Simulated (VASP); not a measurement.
Input of a VASP 6.6.1 run:

File INCAR:

```
SYSTEM = YSb
  ALGO = Normal
  EDIFF = 1E-6
  ENCUT = 520
  GGA = CA
  ISIF = 2
  ISMEAR = -1
  LASPH = .TRUE.
  LCHARG = .FALSE.
  LREAL = .FALSE.
  LWAVE = .FALSE.
  NBANDS = 15
  NELM = 100
  PREC = Accurate
  SIGMA = 0.1
```

The input KPOINTS:

```
k-points
0
G
  12 12 12
  0 0 0
```

File POSCAR:

```
YSb
1.0
    0.0000000000      3.3382484322      3.3382484322
    3.3382484322      0.0000000000      3.3382484322
    3.3382484322      3.3382484322      0.0000000000
Y Sb
1 1
Direct
    0.0000000000      0.0000000000      0.0000000000
    0.2500000000      0.2500000000      0.2500000000
```

Potentials or basis: VASP PAW LDA potentials, release 64 (Y_sv, Sb).

Run with:

```bash
$ cat potpaw_LDA.64/Y_sv/POTCAR potpaw_LDA.64/Sb/POTCAR > POTCAR
$ mpirun -np 1 vasp_std > vasp.out
```

(1) Estimate the pressure.

(2) What does it give for the band gap on the k mesh?

Answers

(1) 2.5 GPa.

(2) 1.22 eV, direct.

Caveat: spin-orbit coupling is left out, which moves the levels of the heavy elements.
